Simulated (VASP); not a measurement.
# SnO2 (Pbcn) in VASP: a series of runs

SnO2 is run at these levels: LDA; tasks: single point.

All numbers are computed with VASP 6.6.1; they aren't measurements. Logs are shortened: lines on timing, memory, paths and dates and some standing lists are left out, and cuts for length are marked.

## Step 1: The cell of the first run

The structure is orthorhombic, space group Pbcn (No. 60). The conventional cell has a = 4.853 Å, b = 6.198 Å, c = 5.369 Å, α = 90.00°, β = 90.00°, γ = 90.00°. Sn (site symmetry 2) has 6 O at 2.12 to 2.23 Å within 2.8 Å. O (site symmetry 1) has 3 Sn at 2.12 to 2.23 Å and 12 O at 2.72 to 3.24 Å within 3.3 Å.

## Step 2: Single point, LDA (13.46 Å³/atom)

INCAR reads:

```
  PREC = Accurate
  ENCUT = 520
  EDIFF = 1E-6
  ISMEAR = 0
  SIGMA = 0.05
  LREAL = False
  LASPH = True
  NELM = 60
  ALGO = Normal
  ISIF = 2
  LWAVE = False
  LCHARG = False
  NBANDS = 64
```

KPOINTS reads:

```
Automatic mesh
0
Gamma
  6 6 6
```

POSCAR reads:

```
SnO2
1.0
    4.8527940637      0.0000000000      0.0000000000
    0.0000000000      6.1983836132      0.0000000000
    0.0000000000      0.0000000000      5.3689759357
Sn O
4 8
Direct
    0.5000000000      0.6673419135      0.7500000000
    0.0000000000      0.8326580865      0.2500000000
    0.5000000000      0.3326580865      0.2500000000
    0.0000000000      0.1673419135      0.7500000000
    0.7309254637      0.6050162923      0.0776916535
    0.2309254637      0.8949837077      0.9223083465
    0.7690745363      0.8949837077      0.5776916535
    0.2690745363      0.6050162923      0.4223083465
    0.7309254637      0.3949837077      0.5776916535
    0.2309254637      0.1050162923      0.4223083465
    0.7690745363      0.1050162923      0.0776916535
    0.2690745363      0.3949837077      0.9223083465
```

Potentials or basis: VASP PAW LDA potentials, release 64 (Sn_d, O).

Launch:

```console
$ cat potpaw_LDA.64/Sn_d/POTCAR potpaw_LDA.64/O/POTCAR > POTCAR
$ mpirun -np 1 vasp_std > vasp.out
```

OUTCAR:

```text
PREC = Accurate
   ENCUT = 520
   EDIFF = 1E-6
   ISMEAR = 0
   LREAL = False
   LASPH = True
   NELM = 60
   ISIF = 2

 ion  position               nearest neighbor table
   1  0.500  0.667  0.750-   5 2.12   8 2.12   7 2.13   6 2.13   9 2.23  12 2.23   3 3.39   3 3.39

   2  0.000  0.833  0.250-   6 2.12   7 2.12   5 2.13   8 2.13  10 2.23  11 2.23   4 3.39   4 3.39

   3  0.500  0.333  0.250-   9 2.12  12 2.12  11 2.13  10 2.13   5 2.23   8 2.23   1 3.39   1 3.39

   4  0.000  0.167  0.750-  10 2.12  11 2.12   9 2.13  12 2.13   6 2.23   7 2.23   2 3.39   2 3.39

   5  0.731  0.605  0.078-   1 2.12   2 2.13   3 2.23
   6  0.231  0.895  0.922-   2 2.12   1 2.13   4 2.23
   7  0.769  0.895  0.578-   2 2.12   1 2.13   4 2.23
   8  0.269  0.605  0.422-   1 2.12   2 2.13   3 2.23
   9  0.731  0.395  0.578-   3 2.12   4 2.13   1 2.23
  10  0.231  0.105  0.422-   4 2.12   3 2.13   2 2.23
  11  0.769  0.105  0.078-   4 2.12   3 2.13   2 2.23
  12  0.269  0.395  0.922-   3 2.12   4 2.13   1 2.23

  LATTYP: Found a simple orthorhombic cell.
 ALAT       =     4.8527940637
 B/A-ratio  =     1.1063679738
 C/A-ratio  =     1.2772814036

  Lattice vectors:

 A1 = (  -4.8527940637,   0.0000000000,   0.0000000000)
 A2 = (   0.0000000000,   0.0000000000,   5.3689759357)
 A3 = (   0.0000000000,   6.1983836132,   0.0000000000)

Analysis of symmetry for initial positions (statically):
=====================================================================
 Subroutine PRICEL returns:
 Original cell was already a primitive cell.

 Routine SETGRP: Setting up the symmetry group for a
 simple orthorhombic supercell.

 Subroutine GETGRP returns: Found  8 space group operations
 (whereof  2 operations were pure point group operations)
 out of a pool of  8 trial point group operations.

The static configuration has the point symmetry S_2 .
 The point group associated with its full space group is D_2h.

Analysis of symmetry for dynamics (positions and initial velocities):
=====================================================================
 Subroutine PRICEL returns:
 Original cell was already a primitive cell.

 Routine SETGRP: Setting up the symmetry group for a
 simple orthorhombic supercell.

 Subroutine GETGRP returns: Found  8 space group operations
 (whereof  2 operations were pure point group operations)
 out of a pool of  8 trial point group operations.

The dynamic configuration has the point symmetry S_2 .
 The point group associated with its full space group is D_2h.

[... 129 lines left out ...]
   NELECT =     104.0000    total number of electrons
   NUPDOWN=      -1.0000    fix difference up-down
   EMIN   =  10.00;   EMAX   =-10.00  energy-range for DOS
   EFERMI =   0.00;   METHOD = LEGACY
   ISMEAR =     0;   SIGMA  =   0.05  broadening in eV -4-tet -1-fermi 0-gaus
   EFERMI_NEDOS =   21; number of points for ismear=-14 and -15
   IALGO  =     38    algorithm
   IMIX   =      4    mixing-type and parameters
     AMIX     =   0.40;   BMIX     =  1.00
     AMIX_MAG =   1.60;   BMIX_MAG =  1.00
  volume/ion in A,a.u.               =      13.46        90.82
  Fermi-wavevector in a.u.,A,eV,Ry     =   1.413726  2.671555 27.192906  1.998622
  Thomas-Fermi vector in A             =   2.535342
   LORBIT       =      0    0 simple, 1 ext, 2 COOP (PROOUT), +10 PAW based schemes
   GGA     = CA    functional components
   LHFCALC =     F    Hartree Fock is set to
   AEXX    =    0.0000 exact exchange contribution
   IVDW    =     0    specifies the selected vdW correction
   LEPSILON=     F    determine dielectric tensor
   LRPA    =     F    only Hartree local field effects (RPA)
 non-spin polarized calculation
 Gauss-broadening in eV      SIGMA  =   0.05
  energy-cutoff  :      520.00
  volume of cell :      161.50
 maximum number of plane-waves:      4392
   NGX = 19   NGY = 23   NGZ = 19

 number of electron     104.0000066 magnetization

 Free energy of the ion-electron system (eV)
  ---------------------------------------------------
  ext. energy  EPLUGINS =         0.00000000
  ---------------------------------------------------
  free energy    TOTEN  =       -82.68225873 eV

  energy without entropy =      -82.68183669  energy(sigma->0) =      -82.68204771

 E-fermi :   4.3082     XC(G=0): -11.2143

 val. band max:        4.2235120325   @ k =   0.0000   0.1667   0.1667
 cond. band min:       4.3253838752   @ k =   0.0000   0.0000   0.0000
 fundamental gap:      0.1018718426
 Fermi energy:         4.3082403426

 k-point     1 :       0.0000    0.0000    0.0000
  band No.  band energies     occupation
      1     -16.2660      2.00000
      2     -16.1429      2.00000
      3     -16.0874      2.00000
      4     -15.9738      2.00000
      5     -15.8743      2.00000
      6     -15.7880      2.00000
[... 1597 lines left out ...]
     63      13.6506      0.00000
     64      13.6513      0.00000

 [... further k-points ...]

------------------------ aborting loop because EDIFF is reached ----------------------------------------

  FORCE on cell =-STRESS in cart. coord.  units (eV):
  Direction    XX          YY          ZZ          XY          YZ          ZX
  --------------------------------------------------------------------------------------
  -------------------------------------------------------------------------------------
  Total      -18.7683703    -25.3979018    -20.6767273      0.0000000      0.0000000     -0.0000000
  in kB     -186.1981560   -251.9687334   -205.1306767      0.0000000      0.0000000     -0.0000000
  external PRESSURE =    -214.4325220 kB  Pullay stress =       0.0000000 kB

 VOLUME and BASIS-vectors are now :
 -----------------------------------------------------------------------------
  energy-cutoff  :      520.00
  volume of cell :      161.50
      direct lattice vectors                 reciprocal lattice vectors
     4.852794064  0.000000000  0.000000000     0.206066853  0.000000000  0.000000000
     0.000000000  6.198383613  0.000000000     0.000000000  0.161332383  0.000000000
     0.000000000  0.000000000  5.368975936     0.000000000  0.000000000  0.186255258

 POSITION                                       TOTAL-FORCE (eV/Angst)
 -----------------------------------------------------------------------------------
      2.42640      4.13644      4.02673         0.000000     -0.309161      0.000000
      0.00000      5.16113      1.34224         0.000000      0.309161      0.000000
      2.42640      2.06194      1.34224         0.000000      0.309161     -0.000000
      0.00000      1.03725      4.02673         0.000000     -0.309161      0.000000
      3.54703      3.75012      0.41712        -0.213819      0.252612     -0.037125
      1.12063      5.54745      4.95185        -0.213819     -0.252612      0.037125
      3.73216      5.54745      3.10161         0.213819     -0.252612     -0.037125
      1.30576      3.75012      2.26736         0.213819      0.252612      0.037125
      3.54703      2.44826      3.10161        -0.213819     -0.252612     -0.037125
      1.12063      0.65093      2.26736        -0.213819      0.252612      0.037125
      3.73216      0.65093      0.41712         0.213819      0.252612     -0.037125
      1.30576      2.44826      4.95185         0.213819     -0.252612      0.037125
 -----------------------------------------------------------------------------------
    total drift:                                0.000000      0.000000      0.000000

  FREE ENERGIE OF THE ION-ELECTRON SYSTEM (eV)
  ---------------------------------------------------
  free  energy   TOTEN  =       -82.6822587325 eV

  energy  without entropy=      -82.6818366909  energy(sigma->0) =      -82.68204771
```

It took 12 min on 1 thread of Intel Xeon Platinum 8259CL at 2.50GHz (Skylake/Cascade Lake), shared host; peak memory 0.52 GiB.

Results:

| Item | Value |
| --- | --- |
| Free energy | -82.6823 eV |
| Pressure | -21.4 GPa |
| Largest force | 0.333 eV/Å |
| Band gap on the k mesh | 0.10 eV |

Forces in eV/Å, atoms in the order of the input:
```
Sn   0.000 -0.309  0.000
Sn   0.000  0.309  0.000
Sn   0.000  0.309  0.000
Sn   0.000 -0.309  0.000
O   -0.214  0.253 -0.037
O   -0.214 -0.253  0.037
O    0.214 -0.253 -0.037
O    0.214  0.253  0.037
O   -0.214 -0.253 -0.037
O   -0.214  0.253  0.037
O    0.214  0.253 -0.037
O    0.214 -0.253  0.037
```

Stress tensor (GPa, compression positive):
```
-18.62   0.00   0.00
  0.00 -25.20   0.00
  0.00   0.00 -20.51
```

Levels at points of the mesh, in eV from the valence-band top:
```csv
k point,band 50,band 51,band 52,band 53,band 54,band 55
"(0.00, 0.00, 0.00)",-0.29,-0.01,0.00,0.10,4.66,4.72
"(0.50, 0.00, 0.00)",-0.25,-0.05,-0.05,3.18,3.18,3.98
"(0.00, 0.50, 0.00)",-0.79,-0.02,-0.02,2.74,2.74,5.25
"(0.50, 0.50, 0.00)",-0.54,-0.09,-0.09,3.55,3.55,4.66
"(0.00, 0.00, 0.50)",-0.29,-0.12,-0.12,3.11,3.11,4.82
"(0.50, 0.00, 0.50)",-0.21,-0.21,-0.21,3.63,3.63,3.63
"(0.00, 0.50, 0.50)",-0.23,-0.23,-0.23,4.09,4.09,4.09
"(0.50, 0.50, 0.50)",-0.24,-0.24,-0.24,3.96,3.96,3.96
```

Caveat: the cell stands under tension; spin-orbit coupling is left out, which moves the levels of the heavy elements.

## Step 3: Single point, LDA (10.98 Å³/atom)

This run uses another cell than the first one, of 10.98 Å³/atom.

INCAR reads:

```
SYSTEM = SnO2
  ALGO = Normal
  EDIFF = 1E-6
  ENCUT = 520
  ISIF = 2
  ISMEAR = 0
  LASPH = .TRUE.
  LCHARG = .FALSE.
  LREAL = .FALSE.
  LWAVE = .FALSE.
  NBANDS = 64
  NELM = 60
  PREC = Accurate
  SIGMA = 0.05
```

KPOINTS reads:

```
k-points
0
G
  6 6 6
  0 0 0
```

POSCAR, as its differences from that of step 2:

```diff
@@ -2,5 +2,5 @@
 1.0
-    4.8527940637      0.0000000000      0.0000000000
-    0.0000000000      6.1983836132      0.0000000000
-    0.0000000000      0.0000000000      5.3689759357
+    4.6993702867      0.0000000000      0.0000000000
+    0.0000000000      5.3941534985      0.0000000000
+    0.0000000000      0.0000000000      5.1992327823
 Sn O
```

Potentials or basis: VASP PAW LDA potentials, release 64 (Sn_d, O).

Launch:

```console
$ cat potpaw_LDA.64/Sn_d/POTCAR potpaw_LDA.64/O/POTCAR > POTCAR
$ mpirun -np 1 vasp_std > vasp.out
```

OUTCAR:

```text
SYSTEM = SnO2
   EDIFF = 1E-6
   ENCUT = 520
   ISIF = 2
   ISMEAR = 0
   LASPH = .TRUE.
   LREAL = .FALSE.
   NELM = 60
   PREC = Accurate

 ion  position               nearest neighbor table
   1  0.500  0.667  0.750-   6 1.98   7 1.98   9 2.03  12 2.03   5 2.05   8 2.05   3 3.17   3 3.17
                             4 3.58   4 3.58   4 3.58   4 3.58   2 3.62   2 3.62   2 3.62   2 3.62
   2  0.000  0.833  0.250-   5 1.98   8 1.98  10 2.03  11 2.03   7 2.05   6 2.05   4 3.17   4 3.17
                             3 3.58   3 3.58   3 3.58   3 3.58   1 3.62   1 3.62   1 3.62   1 3.62
   3  0.500  0.333  0.250-  10 1.98  11 1.98   5 2.03   8 2.03   9 2.05  12 2.05   1 3.17   1 3.17
                             2 3.58   2 3.58   2 3.58   2 3.58   4 3.62   4 3.62   4 3.62   4 3.62
   4  0.000  0.167  0.750-   9 1.98  12 1.98   6 2.03   7 2.03  11 2.05  10 2.05   2 3.17   2 3.17
                             1 3.58   1 3.58   1 3.58   1 3.58   3 3.62   3 3.62   3 3.62   3 3.62
   5  0.731  0.605  0.078-   2 1.98   3 2.03   1 2.05
   6  0.231  0.895  0.922-   1 1.98   4 2.03   2 2.05
   7  0.769  0.895  0.578-   1 1.98   4 2.03   2 2.05
   8  0.269  0.605  0.422-   2 1.98   3 2.03   1 2.05
   9  0.731  0.395  0.578-   4 1.98   1 2.03   3 2.05
  10  0.231  0.105  0.422-   3 1.98   2 2.03   4 2.05
  11  0.769  0.105  0.078-   3 1.98   2 2.03   4 2.05
  12  0.269  0.395  0.922-   4 1.98   1 2.03   3 2.05

  LATTYP: Found a simple orthorhombic cell.
 ALAT       =     4.6993702867
 B/A-ratio  =     1.1063679738
 C/A-ratio  =     1.1478460239

  Lattice vectors:

 A1 = (  -4.6993702867,   0.0000000000,   0.0000000000)
 A2 = (   0.0000000000,   0.0000000000,   5.1992327823)
 A3 = (   0.0000000000,   5.3941534985,   0.0000000000)

Analysis of symmetry for initial positions (statically):
=====================================================================
 Subroutine PRICEL returns:
 Original cell was already a primitive cell.

 Routine SETGRP: Setting up the symmetry group for a
 simple orthorhombic supercell.

 Subroutine GETGRP returns: Found  8 space group operations
[... 172 lines left out ...]
  energy-cutoff  :      520.00
  volume of cell :      131.80
 maximum number of plane-waves:      3592
 NGX is ok and might be reduce to    36
   NGX = 17   NGY = 21   NGZ = 19

 number of electron     103.9999965 magnetization

 Free energy of the ion-electron system (eV)
  ---------------------------------------------------
  ext. energy  EPLUGINS =         0.00000000
  ---------------------------------------------------
  free energy    TOTEN  =       -83.88837538 eV

  energy without entropy =      -83.88837538  energy(sigma->0) =      -83.88837538

 E-fermi :   6.9565     XC(G=0): -12.2750

 val. band max:        6.6822622679   @ k =   0.0000   0.0000   0.0000
 cond. band min:       8.7254367911   @ k =   0.0000   0.0000   0.0000
 fundamental gap:      2.0431745232
 Fermi energy:         6.9564794867

 k-point     1 :       0.0000    0.0000    0.0000
  band No.  band energies     occupation
      1     -14.0918      2.00000
      2     -13.9916      2.00000
      3     -13.8966      2.00000
      4     -13.3780      2.00000
      5     -13.2553      2.00000
      6     -13.0858      2.00000
[... 1597 lines left out ...]
     63      17.9808      0.00000
     64      18.0074      0.00000

 [... further k-points ...]

------------------------ aborting loop because EDIFF is reached ----------------------------------------

  FORCE on cell =-STRESS in cart. coord.  units (eV):
  Direction    XX          YY          ZZ          XY          YZ          ZX
  --------------------------------------------------------------------------------------
  -------------------------------------------------------------------------------------
  Total       10.2426395     18.1682486      9.0652614      0.0000000      0.0000000     -0.0000000
  in kB      124.5145896    220.8622116    110.2017987      0.0000000      0.0000000     -0.0000000
  external PRESSURE =     151.8595333 kB  Pullay stress =       0.0000000 kB

 VOLUME and BASIS-vectors are now :
 -----------------------------------------------------------------------------
  energy-cutoff  :      520.00
  volume of cell :      131.80
      direct lattice vectors                 reciprocal lattice vectors
     4.699370287  0.000000000  0.000000000     0.212794468  0.000000000  0.000000000
     0.000000000  5.394153498  0.000000000     0.000000000  0.185385900  0.000000000
     0.000000000  0.000000000  5.199232782     0.000000000  0.000000000  0.192336070

 POSITION                                       TOTAL-FORCE (eV/Angst)
 -----------------------------------------------------------------------------------
      2.34969      3.59974      3.89942         0.000000      0.298335      0.000000
      0.00000      4.49149      1.29981         0.000000     -0.298335      0.000000
      2.34969      1.79441      1.29981         0.000000     -0.298335      0.000000
      0.00000      0.90267      3.89942         0.000000      0.298335      0.000000
      3.43489      3.26355      0.40394         0.006578     -0.089525     -0.254203
      1.08520      4.82768      4.79530         0.006578      0.089525      0.254203
      3.61417      4.82768      3.00355        -0.006578      0.089525     -0.254203
      1.26448      3.26355      2.19568        -0.006578     -0.089525      0.254203
      3.43489      2.13060      3.00355         0.006578      0.089525     -0.254203
      1.08520      0.56647      2.19568         0.006578     -0.089525      0.254203
      3.61417      0.56647      0.40394        -0.006578     -0.089525     -0.254203
      1.26448      2.13060      4.79530        -0.006578      0.089525      0.254203
 -----------------------------------------------------------------------------------
    total drift:                               -0.000000      0.000000      0.000000

  FREE ENERGIE OF THE ION-ELECTRON SYSTEM (eV)
  ---------------------------------------------------
  free  energy   TOTEN  =       -83.8883753850 eV

  energy  without entropy=      -83.8883753850  energy(sigma->0) =      -83.88837538
```

It took 7.6 min on 1 thread of Intel Xeon Platinum 8375C at 2.90GHz (Ice Lake), shared host; peak memory 0.45 GiB.

What came out:

| Item | Value |
| --- | --- |
| Free energy | -83.8884 eV |
| Pressure | 15.2 GPa |
| Largest force | 0.298 eV/Å |
| Band gap on the k mesh | 2.04 eV |

Forces in eV/Å, atoms in the order of the input:
```
Sn   0.000  0.298  0.000
Sn   0.000 -0.298  0.000
Sn   0.000 -0.298  0.000
Sn   0.000  0.298  0.000
O    0.007 -0.090 -0.254
O    0.007  0.090  0.254
O   -0.007  0.090 -0.254
O   -0.007 -0.090  0.254
O    0.007  0.090 -0.254
O    0.007 -0.090  0.254
O   -0.007 -0.090 -0.254
O   -0.007  0.090  0.254
```

Stress tensor (GPa, compression positive):
```
12.45  0.00  0.00
 0.00 22.09  0.00
 0.00  0.00 11.02
```

Caveat: the cell stands under pressure; spin-orbit coupling is left out, which moves the levels of the heavy elements.

## Step 4: Single point, LDA (13.46 Å³/atom)

INCAR reads:

```
ALGO = Normal
EDIFF = 1E-7
ENCUT = 520
ISIF = 2
ISMEAR = 0
LASPH = True
LCHARG = False
LREAL = False
LWAVE = False
NBANDS = 64
NELM = 100
PREC = Accurate
SIGMA = 0.05
```

KPOINTS reads:

```
k-points
0
Gamma
  6 6 6
```

POSCAR, as its differences from that of step 3:

```diff
@@ -2,5 +2,5 @@
 1.0
-    4.6993702867      0.0000000000      0.0000000000
-    0.0000000000      5.3941534985      0.0000000000
-    0.0000000000      0.0000000000      5.1992327823
+    4.9842762419      0.0000000000      0.0000000000
+    0.0000000000      5.8756777114      0.0000000000
+    0.0000000000      0.0000000000      5.5144436067
 Sn O
```

Launch:

```console
$ cat potpaw_LDA.64/Sn_d/POTCAR potpaw_LDA.64/O/POTCAR > POTCAR
$ mpirun -np 1 vasp_std > vasp.out
```

Run time: 5.4 min. Hardware: 1 thread of Intel Xeon 6975P-C (Granite Rapids), shared host; peak memory 0.53 GiB.

Results (log left out):

```
Free energy            : -82.7167 eV
Pressure               : -21.9 GPa
Largest force          : 0.381 eV/Å
Band gap on the k mesh : 0.07 eV (least direct gap 0.09 eV)
```

Forces in eV/Å, atoms in the order of the input:
```
Sn   0.000 -0.315  0.000
Sn   0.000  0.315  0.000
Sn   0.000  0.315  0.000
Sn   0.000 -0.315  0.000
O   -0.371  0.080 -0.029
O   -0.371 -0.080  0.029
O    0.371 -0.080 -0.029
O    0.371  0.080  0.029
O   -0.371 -0.080 -0.029
O   -0.371  0.080  0.029
O    0.371  0.080 -0.029
O    0.371 -0.080  0.029
```

Stress tensor (GPa, compression positive):
```
-22.22   0.00   0.00
  0.00 -18.85   0.00
  0.00   0.00 -24.57
```

Levels at points of the mesh, in eV from the valence-band top:
```tsv
k point	band 48	band 49	band 50	band 51	band 52	band 53	band 54	band 55	band 56	band 57
(0.00, 0.00, 0.00)	-0.71	-0.47	-0.18	-0.11	-0.02	0.07	4.58	4.70	5.43	5.82
(0.50, 0.00, 0.00)	-0.85	-0.22	-0.22	-0.04	-0.04	3.14	3.14	3.81	3.81	7.13
(0.00, 0.50, 0.00)	-1.00	-0.87	-0.87	-0.13	-0.13	2.72	2.72	5.27	5.27	7.53
(0.50, 0.50, 0.00)	-0.62	-0.61	-0.61	-0.22	-0.22	3.51	3.51	4.55	4.55	7.33
(0.00, 0.00, 0.50)	-0.61	-0.30	-0.30	-0.14	-0.14	3.01	3.01	4.70	4.70	6.53
(0.50, 0.00, 0.50)	-0.84	-0.18	-0.18	-0.18	-0.18	3.56	3.56	3.56	3.56	7.18
(0.00, 0.50, 0.50)	-1.11	-0.33	-0.33	-0.33	-0.33	4.04	4.04	4.04	4.04	7.47
(0.50, 0.50, 0.50)	-1.11	-0.36	-0.36	-0.36	-0.36	3.97	3.97	3.97	3.97	7.45
```

Caveat: the cell stands under tension; spin-orbit coupling is left out, which moves the levels of the heavy elements.

(Continued in part 2 of 2.)
